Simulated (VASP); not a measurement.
# SrTiO3 (P4mm) in VASP: notebook, part 2 of 2

VASP 6.6.1. The steps go on from the part before.

## (3) Single point, PBE (mode 1 frozen in at -0.058 Å and mode 7 at +0.000 Å (largest displacements))

INCAR

```
PREC = Accurate
ENCUT = 520
EDIFF = 1E-6
ISMEAR = 0
SIGMA = 0.05
LREAL = False
LASPH = True
NELM = 100
ALGO = Normal
ISIF = 2
LWAVE = False
LCHARG = False
GGA = PE
NBANDS = 28
```

KPOINTS

```
regular mesh
0
Gamma
  8 8 8
```

POSCAR

```
SrTiO3
1.0
    3.9364094381      0.0000000000      0.0000000000
    0.0000000000      3.9364094381      0.0000000000
    0.0000000000      0.0000000000      3.9364094381
Sr Ti O
1 1 3
Direct
    0.0020505763      0.0000000000      0.0000000000
    0.5096807686      0.5000000000      0.5000000000
   -0.0146326242      0.5000000000      0.5000000000
    0.4872194045      0.0000000000      0.5000000000
    0.4872194045      0.5000000000      0.0000000000
```

Potentials or basis: VASP PAW PBE potentials, release 64 (Sr_sv, Ti_sv, O).

On the command line:

```
> cat potpaw_PBE.64/Sr_sv/POTCAR potpaw_PBE.64/Ti_sv/POTCAR potpaw_PBE.64/O/POTCAR > POTCAR
> mpirun -np 1 vasp_std > vasp.out
```

OUTCAR:

```text
PREC = Accurate
   ENCUT = 520
   EDIFF = 1E-6
   ISMEAR = 0
   LREAL = False
   LASPH = True
   NELM = 100
   ISIF = 2
   GGA = PE

 ion  position               nearest neighbor table
   1  0.002  0.000  0.000-   4 2.74   5 2.74   4 2.74   5 2.74   3 2.78   3 2.78   3 2.78   3 2.78
                             4 2.83   5 2.83   4 2.83   5 2.83   2 3.39   2 3.39   2 3.39   2 3.39
   2  0.510  0.500  0.500-   3 1.87   4 1.97   5 1.97   5 1.97   4 1.97   3 2.06   1 3.39   1 3.39
                             1 3.39   1 3.39   1 3.43   1 3.43   1 3.43   1 3.43
   3  0.985  0.500  0.500-   2 1.87   2 2.06   1 2.78   1 2.78   1 2.78   1 2.78
   4  0.487  0.000  0.500-   2 1.97   2 1.97   1 2.74   1 2.74   1 2.83   1 2.83
[... 951 lines left out ...]
  Total        0.8757088      0.2868004      0.2868004      0.0000000      0.0000000      0.0000000
  in kB       23.0022077      7.5333733      7.5333733      0.0000000      0.0000000      0.0000000
  external PRESSURE =      12.6896514 kB  Pullay stress =       0.0000000 kB

 VOLUME and BASIS-vectors are now :
 -----------------------------------------------------------------------------
  energy-cutoff  :      520.00
  volume of cell :       61.00
      direct lattice vectors                 reciprocal lattice vectors
     3.936409438  0.000000000  0.000000000     0.254038615  0.000000000  0.000000000
     0.000000000  3.936409438  0.000000000     0.000000000  0.254038615  0.000000000
     0.000000000  0.000000000  3.936409438     0.000000000  0.000000000  0.254038615

 POSITION                                       TOTAL-FORCE (eV/Angst)
 -----------------------------------------------------------------------------------
      0.00807      0.00000      0.00000         0.050279     -0.000000      0.000000
      2.00631      1.96820      1.96820        -0.082205     -0.000000      0.000000
      3.87881      1.96820      1.96820         0.107220     -0.000000      0.000000
      1.91790      0.00000      1.96820        -0.037647     -0.000000     -0.000000
      1.91790      1.96820      0.00000        -0.037647      0.000000     -0.000000
 -----------------------------------------------------------------------------------
    total drift:                                0.000537      0.000000      0.000003

  FREE ENERGIE OF THE ION-ELECTRON SYSTEM (eV)
  ---------------------------------------------------
  free  energy   TOTEN  =       -40.1047650967 eV

  energy  without entropy=      -40.1047650967  energy(sigma->0) =      -40.10476510
```

OSZICAR:

```text
N       E                     dE             d eps       ncg     rms          rms(c)
DAV:   1     0.430713375316E+03    0.43071E+03   -0.21366E+04  4200   0.158E+03
DAV:   2    -0.404288870039E+01   -0.43476E+03   -0.41512E+03  4808   0.438E+02
DAV:   3    -0.482605494160E+02   -0.44218E+02   -0.43845E+02  5768   0.135E+02
DAV:   4    -0.503655499604E+02   -0.21050E+01   -0.21001E+01  6340   0.253E+01
DAV:   5    -0.504198407016E+02   -0.54291E-01   -0.54279E-01  5796   0.336E+00    0.260E+01
DAV:   6    -0.401609096867E+02    0.10259E+02   -0.53880E+01  6036   0.643E+01    0.140E+01
DAV:   7    -0.402058356797E+02   -0.44926E-01   -0.86848E+00  5568   0.221E+01    0.107E+01
DAV:   8    -0.401214069704E+02    0.84429E-01   -0.11458E+00  5128   0.111E+01    0.342E+00
DAV:   9    -0.401210948663E+02    0.31210E-03   -0.25794E-01  5340   0.373E+00    0.133E+00
DAV:  10    -0.401070382422E+02    0.14057E-01   -0.79308E-02  5400   0.233E+00    0.537E-01
DAV:  11    -0.401049975250E+02    0.20407E-02   -0.14082E-02  6640   0.131E+00    0.179E-01
DAV:  12    -0.401048143255E+02    0.18320E-03   -0.14346E-03  4924   0.426E-01    0.128E-01
DAV:  13    -0.401047679606E+02    0.46365E-04   -0.33806E-04  6448   0.193E-01    0.584E-02
DAV:  14    -0.401047680912E+02   -0.13061E-06   -0.24466E-04  4892   0.997E-02    0.273E-02
DAV:  15    -0.401047643168E+02    0.37743E-05   -0.23523E-05  5188   0.357E-02    0.113E-02
DAV:  16    -0.401047650967E+02   -0.77985E-06   -0.19755E-06  3968   0.113E-02
   1 F= -.40104765E+02 E0= -.40104765E+02  d E =-.254566E-28
```

stdout:

```text
POSCAR found type information on POSCAR SrTiO
 POSCAR found :  3 types and       5 ions
 scaLAPACK will be used
 LDA part: xc-table for (Slater+PW92), standard interpolation
 POSCAR, INCAR and KPOINTS ok, starting setup
 FFT: planning ... GRIDC
 FFT: planning ... GRID_SOFT
 FFT: planning ... GRID
 WAVECAR not read
 entering main loop
```

It took 87 s on 1 thread of Intel Xeon Platinum 8488C (Sapphire Rapids), shared host; peak memory 0.25 GiB.

What came out:

```yaml
Free_energy: -40.1048 eV
Pressure: 1.3 GPa
Largest_force: 0.107 eV/Å
Band_gap_on_the_k_mesh: 1.84 eV, indirect (least direct gap 2.31 eV)
```

Forces on the atoms (eV/Å):
```
Sr   0.050  0.000  0.000
Ti  -0.082  0.000  0.000
O    0.107  0.000  0.000
O   -0.038  0.000  0.000
O   -0.038  0.000  0.000
```

Levels at points of the mesh, in eV from the valence-band top:
| k point | band 18 | band 19 | band 20 | band 21 | band 22 | band 23 |
| --- | --- | --- | --- | --- | --- | --- |
| (0.00, 0.00, 0.00) | -0.48 | -0.47 | -0.47 | 1.84 | 2.00 | 2.00 |
| (0.50, 0.00, 0.00) | -1.94 | -0.73 | -0.73 | 2.00 | 3.74 | 3.74 |
| (0.00, 0.50, 0.00) | -1.94 | -0.90 | -0.82 | 2.15 | 3.66 | 3.69 |
| (0.50, 0.50, 0.00) | -1.55 | -1.54 | -0.14 | 3.68 | 3.74 | 4.13 |
| (0.00, 0.50, 0.50) | -1.62 | -1.62 | -0.09 | 3.70 | 3.70 | 4.12 |
| (0.50, 0.50, 0.50) | -0.06 | -0.06 | 0.00 | 4.31 | 4.33 | 4.33 |

Caveat: the cell differs from its parent crystal (mode 1 frozen in at -0.058 Å and mode 7 at +0.000 Å (largest displacements)). A k mesh can miss the band edges.
